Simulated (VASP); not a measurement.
The system is Sr.

```
Sr
1.0
     0.00000    3.04235    3.04235
     3.04235    0.00000    3.04235
     3.04235    3.04235    0.00000
Sr
1
Direct
  0.00000 0.00000 0.00000
```

* Program: VASP 6.6.1
* Task: relaxation of cell and atoms
* Functional: LDA
* Potentials or basis: VASP PAW LDA potentials, release 64 (Sr_sv)
* Cutoff: 600 eV
* k mesh: 12 × 12 × 12
* Occupations: gaussian, width 0.05 eV
* Spin: no spin polarisation

At the start: pressure -1.6 GPa; volume 56.32 Å³/atom.

How do energy, volume and symmetry change on relaxing?

Over 4 steps the energy falls by 44.1 meV/atom and the volume is 48.57 Å³/atom (-13.8 %); space group Fm-3m (No. 225, to 0.1 Å) before and after.

Step by step:
| step | energy change (eV) | largest force (eV/Å) | pressure (GPa) | volume (Å³) |
| --- | --- | --- | --- | --- |
| 1 | 0.0000 | 0.0000 | -1.64 | 56.32 |
| 2 | -0.0357 | 0.0000 | -0.81 | 51.75 |
| 3 | -0.0440 | 0.0000 | -0.08 | 48.88 |
| 4 | -0.0441 | 0.0000 | 0.03 | 48.57 |

Final structure:
```yaml
crystal:
  lattice:
    - [0.00000, 2.89590, 2.89590]
    - [2.89590, 0.00000, 2.89590]
    - [2.89590, 2.89590, 0.00000]
  atoms:
    - { symbol: Sr, position: [0.00000, 0.00000, 0.00000] }
```
